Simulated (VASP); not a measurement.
# Bi (R-3m) in VASP: further runs, part 2 of 2

VASP 6.6.1.

### 4 Electric field gradients, LDA (zz strain of +3 %)

File INCAR:

```
SYSTEM = Bi
ALGO = Normal
EDIFF = 1E-8
ENCUT = 520
ISIF = 2
ISMEAR = -1
LASPH = .True.
LCHARG = .False.
LEFG = .True.
LREAL = .False.
LWAVE = .False.
NBANDS = 22
NELM = 100
PREC = Accurate
SIGMA = 0.03
```

File KPOINTS:

```
k-points
0
Gamma
  11 11 11
  0 0 0
```

File POSCAR:

```
Bi
1.0
    2.2729996784      1.3123169762      4.0726200000
   -2.2729996784      1.3123169762      4.0726200000
    0.0000000000     -2.6246339523      4.0726200000
Bi
2
Direct
    0.2338900000      0.2338900000      0.2338900000
    0.7661100000      0.7661100000      0.7661100000
```

Potentials or basis: VASP PAW LDA potentials, release 64 (Bi_d).

Command:

```
> cat potpaw_LDA.64/Bi_d/POTCAR > POTCAR
> mpirun -np 1 vasp_std > vasp.out
```

OUTCAR:

```text
SYSTEM = Bi
   EDIFF = 1E-8
   ENCUT = 520
   ISIF = 2
   ISMEAR = -1
   LASPH = .True.
   LREAL = .False.
   NELM = 100
   PREC = Accurate

 ion  position               nearest neighbor table
   1  0.234  0.234  0.234-   2 3.10   2 3.10   2 3.10   2 3.58   2 3.58   2 3.58
   2  0.766  0.766  0.766-   1 3.10   1 3.10   1 3.10   1 3.58   1 3.58   1 3.58

  LATTYP: Found a trigonal (rhomboedric) cell.
 ALAT       =     4.8450941217
 COS(alpha) =     0.5598260794

  Lattice vectors:

 A1 = (   2.2729996784,   1.3123169762,   4.0726200000)
 A2 = (  -2.2729996784,   1.3123169762,   4.0726200000)
[... 812 lines left out ...]
  free  energy   TOTEN  =        -9.0737026822 eV

  energy  without entropy=       -9.0729898480  energy(sigma->0) =       -9.07334627

 Electric field gradients (V/A^2)
---------------------------------------------------------------------
 ion       V_xx      V_yy      V_zz      V_xy      V_xz      V_yz
---------------------------------------------------------------------
   1       6.016     6.016   -12.032    -0.000    -0.000    -0.000
   2       6.016     6.016   -12.032    -0.000    -0.000    -0.000
---------------------------------------------------------------------

 Electric field gradients after diagonalization (V/A^2)
 (convention: |V_zz| > |V_xx| > |V_yy|)
----------------------------------------------------------------------
 ion       V_xx      V_yy      V_zz     asymmetry (V_yy - V_xx)/ V_zz
----------------------------------------------------------------------
   1       6.016     6.016   -12.032       0.000
   2       6.016     6.016   -12.032       0.000
----------------------------------------------------------------------

           NMR quadrupolar parameters

 Cq : quadrupolar parameter    Cq=e*Q*V_zz/h
 eta: asymmetry parameters     (V_yy - V_xx)/ V_zz
 Q  : nuclear electric quadrupole moment in mb (millibarn)
----------------------------------------------------------------------
 ion       Cq(MHz)       eta       Q (mb)
----------------------------------------------------------------------
   1      -0.029       0.000       1.000
   2      -0.029       0.000       1.000
----------------------------------------------------------------------
```

OSZICAR:

```text
N       E                     dE             d eps       ncg     rms          rms(c)
DAV:   1     0.306988530544E+03    0.30699E+03   -0.16134E+04  6438   0.161E+03
DAV:   2     0.170865911317E+02   -0.28990E+03   -0.28293E+03  6544   0.434E+02
DAV:   3    -0.818602395076E+01   -0.25273E+02   -0.24997E+02  7810   0.143E+02
DAV:   4    -0.905761484633E+01   -0.87159E+00   -0.87127E+00  7894   0.294E+01
DAV:   5    -0.909597128698E+01   -0.38356E-01   -0.38356E-01  9254   0.551E+00    0.107E+00
DAV:   6    -0.908064840632E+01    0.15323E-01   -0.20040E-02  8562   0.147E+00    0.627E-01
DAV:   7    -0.907372358780E+01    0.69248E-02   -0.13384E-02  7902   0.119E+00    0.103E-01
DAV:   8    -0.907369349293E+01    0.30095E-04   -0.14276E-03  7570   0.432E-01    0.203E-02
DAV:   9    -0.907370309787E+01   -0.96049E-05   -0.68774E-05  9992   0.611E-02    0.958E-03
DAV:  10    -0.907370258435E+01    0.51352E-06   -0.35260E-06  8636   0.153E-02    0.178E-03
DAV:  11    -0.907370267181E+01   -0.87462E-07   -0.22117E-07  7802   0.357E-03    0.715E-04
DAV:  12    -0.907370268220E+01   -0.10382E-07   -0.30899E-08  6576   0.121E-03    0.145E-04
DAV:  13    -0.907370268216E+01    0.34106E-10   -0.36260E-09  4412   0.687E-04
   1 F= -.90737027E+01 E0= -.90733463E+01  d E =-.712834E-03
```

Run time: 76 s. Hardware: 1 thread of Intel Xeon Platinum 8559C (Emerald Rapids), shared host; peak memory 0.3 GiB.

What came out:

* Free energy: -9.0737 eV
* Pressure: -2.9 GPa
* Largest force: 0.129 eV/Å
* Band gap on the k mesh: zero (band 15 reaches 5.68 eV, above the bottom of band 16 at 5.57 eV)

Forces on the atoms (eV/Å):
```
Bi   0.000  0.000 -0.129
Bi   0.000  0.000  0.129
```

Electric field gradients, principal values (V/Å²):
```
atom  least  middle  greatest (by size)
1 Bi  6.016   6.016             -12.032
2 Bi  6.016   6.016             -12.032
```

Caveat: the cell differs from its parent crystal (zz strain of +3 %); without QUAD_EFG the Cq values of the log hold for a quadrupole moment of 1 mb, not for the nuclei; spin-orbit coupling is left out, which moves the levels of the heavy elements.

### 5 Electric field gradients, LDA (equal xx and yy strain of +1 %)

File INCAR:

```
SYSTEM = Bi
PREC = Accurate
ENCUT = 520
EDIFF = 1E-8
ISMEAR = -1
SIGMA = 0.03
LREAL = .False.
LASPH = .True.
NELM = 60
ALGO = Normal
ISIF = 2
LWAVE = .False.
LCHARG = .False.
LEFG = .True.
NBANDS = 22
```

File KPOINTS:

```
Automatic mesh
0
Gamma
  11 11 11
  0 0 0
```

File POSCAR:

```
Bi
1.0
    2.2957296752      1.3254401460      3.9540000000
   -2.2957296752      1.3254401460      3.9540000000
    0.0000000000     -2.6508802918      3.9540000000
Bi
2
Direct
    0.2338900000      0.2338900000      0.2338900000
    0.7661100000      0.7661100000      0.7661100000
```

Potentials or basis: VASP PAW LDA potentials, release 64 (Bi_d).

Command:

```
> cat potpaw_LDA.64/Bi_d/POTCAR > POTCAR
> mpirun -np 1 vasp_std > vasp.out
```

OUTCAR:

```text
SYSTEM = Bi
   PREC = Accurate
   ENCUT = 520
   EDIFF = 1E-8
   ISMEAR = -1
   LREAL = .False.
   LASPH = .True.
   NELM = 60
   ISIF = 2

 ion  position               nearest neighbor table
   1  0.234  0.234  0.234-   2 3.09   2 3.09   2 3.09   2 3.55   2 3.55   2 3.55
   2  0.766  0.766  0.766-   1 3.09   1 3.09   1 3.09   1 3.55   1 3.55   1 3.55

  LATTYP: Found a trigonal (rhomboedric) cell.
 ALAT       =     4.7603867828
 COS(alpha) =     0.5348564422

  Lattice vectors:

 A1 = (   2.2957296752,   1.3254401460,   3.9540000000)
 A2 = (  -2.2957296752,   1.3254401460,   3.9540000000)
 A3 = (   0.0000000000,  -2.6508802918,   3.9540000000)

Analysis of symmetry for initial positions (statically):
=====================================================================
 Subroutine PRICEL returns:
 Original cell was already a primitive cell.

 Routine SETGRP: Setting up the symmetry group for a
 trigonal (rhombohedral) supercell.

[... 787 lines left out ...]
  volume of cell :       72.19
      direct lattice vectors                 reciprocal lattice vectors
     2.295729675  1.325440146  3.954000000     0.217795678  0.125744393  0.084302816
    -2.295729675  1.325440146  3.954000000    -0.217795678  0.125744393  0.084302816
     0.000000000 -2.650880292  3.954000000     0.000000000 -0.251488786  0.084302816

 POSITION                                       TOTAL-FORCE (eV/Angst)
 -----------------------------------------------------------------------------------
      0.00000      0.00000      2.77440         0.000000     -0.000000     -0.008267
      0.00000      0.00000      9.08760         0.000000      0.000000      0.008267
 -----------------------------------------------------------------------------------
    total drift:                                0.000000     -0.000000      0.000000

  FREE ENERGIE OF THE ION-ELECTRON SYSTEM (eV)
  ---------------------------------------------------
  free  energy   TOTEN  =        -9.0850603104 eV

  energy  without entropy=       -9.0844009155  energy(sigma->0) =       -9.08473061

 Electric field gradients (V/A^2)
---------------------------------------------------------------------
 ion       V_xx      V_yy      V_zz      V_xy      V_xz      V_yz
---------------------------------------------------------------------
   1      18.863    18.863   -37.727    -0.000     0.000    -0.000
   2      18.863    18.863   -37.727     0.000     0.000    -0.000
---------------------------------------------------------------------

 Electric field gradients after diagonalization (V/A^2)
 (convention: |V_zz| > |V_xx| > |V_yy|)
----------------------------------------------------------------------
 ion       V_xx      V_yy      V_zz     asymmetry (V_yy - V_xx)/ V_zz
----------------------------------------------------------------------
   1      18.863    18.863   -37.727       0.000
   2      18.863    18.863   -37.727       0.000
----------------------------------------------------------------------

           NMR quadrupolar parameters

 Cq : quadrupolar parameter    Cq=e*Q*V_zz/h
 eta: asymmetry parameters     (V_yy - V_xx)/ V_zz
 Q  : nuclear electric quadrupole moment in mb (millibarn)
----------------------------------------------------------------------
 ion       Cq(MHz)       eta       Q (mb)
----------------------------------------------------------------------
   1      -0.091       0.000       1.000
   2      -0.091       0.000       1.000
----------------------------------------------------------------------
```

OSZICAR:

```text
N       E                     dE             d eps       ncg     rms          rms(c)
DAV:   1     0.306061404630E+03    0.30606E+03   -0.16280E+04  6424   0.162E+03
DAV:   2     0.170949756268E+02   -0.28897E+03   -0.28206E+03  6508   0.434E+02
DAV:   3    -0.818625219620E+01   -0.25281E+02   -0.25017E+02  7792   0.143E+02
DAV:   4    -0.906706483808E+01   -0.88081E+00   -0.88041E+00  7892   0.294E+01
DAV:   5    -0.910608407013E+01   -0.39019E-01   -0.39018E-01  9290   0.555E+00    0.106E+00
DAV:   6    -0.909158472362E+01    0.14499E-01   -0.19543E-02  8362   0.148E+00    0.616E-01
DAV:   7    -0.908510443637E+01    0.64803E-02   -0.12351E-02  8056   0.118E+00    0.103E-01
DAV:   8    -0.908505289139E+01    0.51545E-04   -0.12667E-03  7542   0.419E-01    0.195E-02
DAV:   9    -0.908506063522E+01   -0.77438E-05   -0.55151E-05  9888   0.561E-02    0.764E-03
DAV:  10    -0.908506025787E+01    0.37735E-06   -0.28514E-06  8344   0.150E-02    0.139E-03
DAV:  11    -0.908506030387E+01   -0.46004E-07   -0.19114E-07  8296   0.342E-03    0.661E-04
DAV:  12    -0.908506031041E+01   -0.65406E-08   -0.26073E-08  6454   0.112E-03
   1 F= -.90850603E+01 E0= -.90847306E+01  d E =-.659395E-03
```

Wall time 2.2 min (1 thread of Intel Xeon Platinum 8259CL at 2.50GHz (Skylake/Cascade Lake), shared host); peak memory 0.3 GiB.

Results:

```yaml
Free_energy: -9.0851 eV
Pressure: -2.7 GPa
Largest_force: 0.008 eV/Å
Band_gap_on_the_k_mesh: zero (band 15 reaches 5.73 eV, above the bottom of band 16 at 5.69 eV)
```

Forces in eV/Å, atoms in the order of the input:
```
Bi   0.000  0.000 -0.008
Bi   0.000  0.000  0.008
```

Stress tensor (GPa, compression positive):
```
-2.86  0.00  0.00
 0.00 -2.86  0.00
 0.00  0.00 -2.28
```

Electric field gradients, principal values (V/Å²):
```csv
atom,least,middle,greatest (by size)
1 Bi,18.863,18.863,-37.727
2 Bi,18.863,18.863,-37.727
```

Caveat: the cell differs from its parent crystal (equal xx and yy strain of +1 %); without QUAD_EFG the Cq values of the log hold for a quadrupole moment of 1 mb, not for the nuclei; spin-orbit coupling is left out, which moves the levels of the heavy elements.

### 6 Electric field gradients, LDA (zz strain of -2 %)

File INCAR:

```
PREC = Accurate
ENCUT = 400
EDIFF = 1E-8
ISMEAR = -1
SIGMA = 0.03
LREAL = F
LASPH = T
NELM = 120
ALGO = Normal
ISIF = 2
LWAVE = F
LCHARG = F
LEFG = T
NBANDS = 22
GGA_COMPAT = F
```

File KPOINTS:

```
regular mesh
0
Gamma
  11 11 11
```

File POSCAR:

```
Bi
1.0
    2.2729996784      1.3123169762      3.8749200000
   -2.2729996784      1.3123169762      3.8749200000
    0.0000000000     -2.6246339523      3.8749200000
Bi
2
Direct
    0.2338900000      0.2338900000      0.2338900000
    0.7661100000      0.7661100000      0.7661100000
```

Potentials or basis: VASP PAW LDA potentials, release 64 (Bi_d).

Command:

```
> cat potpaw_LDA.64/Bi_d/POTCAR > POTCAR
> mpirun -np 1 vasp_std > vasp.out
```

OUTCAR:

```text
PREC = Accurate
   ENCUT = 400
   EDIFF = 1E-8
   ISMEAR = -1
   LREAL = F
   LASPH = T
   NELM = 120
   ISIF = 2

 ion  position               nearest neighbor table
   1  0.234  0.234  0.234-   2 3.05   2 3.05   2 3.05   2 3.50   2 3.50   2 3.50
   2  0.766  0.766  0.766-   1 3.05   1 3.05   1 3.05   1 3.50   1 3.50   1 3.50

  LATTYP: Found a trigonal (rhomboedric) cell.
 ALAT       =     4.6801397832
 COS(alpha) =     0.5282508837

  Lattice vectors:

 A1 = (   2.2729996784,   1.3123169762,   3.8749200000)
 A2 = (  -2.2729996784,   1.3123169762,   3.8749200000)
 A3 = (   0.0000000000,  -2.6246339523,   3.8749200000)

Analysis of symmetry for initial positions (statically):
=====================================================================
 Subroutine PRICEL returns:
 Original cell was already a primitive cell.

 Routine SETGRP: Setting up the symmetry group for a
 trigonal (rhombohedral) supercell.

 Subroutine GETGRP returns: Found 12 space group operations
 (whereof 12 operations were pure point group operations)
 out of a pool of 12 trial point group operations.

The static configuration has the point symmetry D_3d.

Analysis of symmetry for dynamics (positions and initial velocities):
=====================================================================
 Subroutine PRICEL returns:
 Original cell was already a primitive cell.

 Routine SETGRP: Setting up the symmetry group for a
 trigonal (rhombohedral) supercell.

 Subroutine GETGRP returns: Found 12 space group operations
 (whereof 12 operations were pure point group operations)
 out of a pool of 12 trial point group operations.

[... 154 lines left out ...]
 k-point     1 :       0.0000    0.0000    0.0000
  band No.  band energies     occupation
      1     -16.6516      2.00000
      2     -16.6516      2.00000
      3     -16.4917      2.00000
      4     -16.4917      2.00000
      5     -16.4699      2.00000
      6     -16.2960      2.00000
[... 589 lines left out ...]
     21      14.2851      0.00000
     22      14.6275      0.00000

 [... further k-points ...]

------------------------ aborting loop because EDIFF is reached ----------------------------------------

  FORCE on cell =-STRESS in cart. coord.  units (eV):
  Direction    XX          YY          ZZ          XY          YZ          ZX
  --------------------------------------------------------------------------------------
  -------------------------------------------------------------------------------------
  Total       -0.5114396     -0.5114396     -0.2569907      0.0000000     -0.0000000      0.0000000
  in kB      -11.8155200    -11.8155200     -5.9371206      0.0000000     -0.0000000      0.0000000
  external PRESSURE =      -9.8560536 kB  Pullay stress =       0.0000000 kB

 VOLUME and BASIS-vectors are now :
 -----------------------------------------------------------------------------
  energy-cutoff  :      400.00
  volume of cell :       69.35
      direct lattice vectors                 reciprocal lattice vectors
     2.272999678  1.312316976  3.874920000     0.219973634  0.127001837  0.086023281
    -2.272999678  1.312316976  3.874920000    -0.219973634  0.127001837  0.086023281
     0.000000000 -2.624633952  3.874920000     0.000000000 -0.254003674  0.086023281

 POSITION                                       TOTAL-FORCE (eV/Angst)
 -----------------------------------------------------------------------------------
      0.00000      0.00000      2.71892         0.000000      0.000000      0.181252
      0.00000      0.00000      8.90584         0.000000     -0.000000     -0.181252
 -----------------------------------------------------------------------------------
    total drift:                               -0.000000     -0.000000      0.000000

  FREE ENERGIE OF THE ION-ELECTRON SYSTEM (eV)
  ---------------------------------------------------
  free  energy   TOTEN  =        -9.1144062295 eV

  energy  without entropy=       -9.1138069240  energy(sigma->0) =       -9.11410658

 Electric field gradients (V/A^2)
---------------------------------------------------------------------
 ion       V_xx      V_yy      V_zz      V_xy      V_xz      V_yz
---------------------------------------------------------------------
   1      22.765    22.765   -45.531     0.000     0.000    -0.000
   2      22.765    22.765   -45.531     0.000    -0.000    -0.000
---------------------------------------------------------------------

 Electric field gradients after diagonalization (V/A^2)
 (convention: |V_zz| > |V_xx| > |V_yy|)
----------------------------------------------------------------------
 ion       V_xx      V_yy      V_zz     asymmetry (V_yy - V_xx)/ V_zz
----------------------------------------------------------------------
   1      22.765    22.765   -45.531       0.000
   2      22.765    22.765   -45.531       0.000
----------------------------------------------------------------------

           NMR quadrupolar parameters

 Cq : quadrupolar parameter    Cq=e*Q*V_zz/h
 eta: asymmetry parameters     (V_yy - V_xx)/ V_zz
 Q  : nuclear electric quadrupole moment in mb (millibarn)
----------------------------------------------------------------------
 ion       Cq(MHz)       eta       Q (mb)
----------------------------------------------------------------------
   1      -0.110       0.000       1.000
   2      -0.110       0.000       1.000
----------------------------------------------------------------------
```

stdout:

```text
POSCAR found type information on POSCAR Bi
 POSCAR found :  1 types and       2 ions
 scaLAPACK will be used
 LDA part: xc-table for (Slater(with rela. corr.)+CA(PZ))
 , standard interpolation
 POSCAR, INCAR and KPOINTS ok, starting setup
 FFT: planning ... GRIDC
 FFT: planning ... GRID_SOFT
 FFT: planning ... GRID
 WAVECAR not read
 entering main loop
ion   1

ion   2
```

Run time: 2.3 min. Hardware: 1 thread of Intel Xeon 8259CL, shared host; peak memory 0.23 GiB.

Results:

| Item | Value |
| --- | --- |
| Free energy | -9.1144 eV |
| Pressure | -1.0 GPa |
| Largest force | 0.181 eV/Å |
| Band gap on the k mesh | zero (band 15 reaches 6.20 eV, above the bottom of band 16 at 6.16 eV) |

Forces on the atoms (eV/Å):
```
Bi   0.000  0.000  0.181
Bi   0.000  0.000 -0.181
```

Stress tensor (GPa, compression positive):
```
-1.18  0.00  0.00
 0.00 -1.18  0.00
 0.00  0.00 -0.59
```

Levels at points of the mesh, in eV from the Fermi level:
```tsv
k point	band 11	band 12	band 13	band 14	band 15	band 16	band 17	band 18	band 19	band 20
(0.00, 0.00, 0.00)	-13.15	-7.36	-1.33	-1.26	-1.26	2.54	3.03	3.03	5.79	5.79
```

Electric field gradients, principal values (V/Å²):
```csv
atom,least,middle,greatest (by size)
1 Bi,22.765,22.765,-45.531
2 Bi,22.765,22.765,-45.531
```

Caveat: the cell differs from its parent crystal (zz strain of -2 %); without QUAD_EFG the Cq values of the log hold for a quadrupole moment of 1 mb, not for the nuclei; spin-orbit coupling is left out, which moves the levels of the heavy elements.

### 7 Overview

| cell | cutoff (eV) | gap on the mesh (eV) | pressure (GPa) | largest force (eV/Å) |
| --- | --- | --- | --- | --- |
| a = 4.779 Å, angles 56.8°, 2 atoms | 520 | none | -2.2 | - |
| a = 4.777 Å, angles 57.2°, 2 atoms | 520 | none | -2.6 | 0.03 |
| a = 4.845 Å, angles 56.0°, 2 atoms | 520 | none | -2.9 | 0.13 |
| a = 4.760 Å, angles 57.7°, 2 atoms | 520 | none | -2.7 | 0.01 |
| a = 4.680 Å, angles 58.1°, 2 atoms | 400 | none | -1.0 | 0.18 |

Alike in all rows: task electric field gradients; level LDA; potentials or basis VASP PAW LDA potentials, release 64 (Bi_d); no spin polarisation; k mesh 11 × 11 × 11; smearing fermi-dirac 0.03 eV.

Caveats: spin-orbit coupling is left out, which moves the levels of the heavy elements.

Total energies depend on the potentials used, so only differences within one code and one set of settings carry meaning.
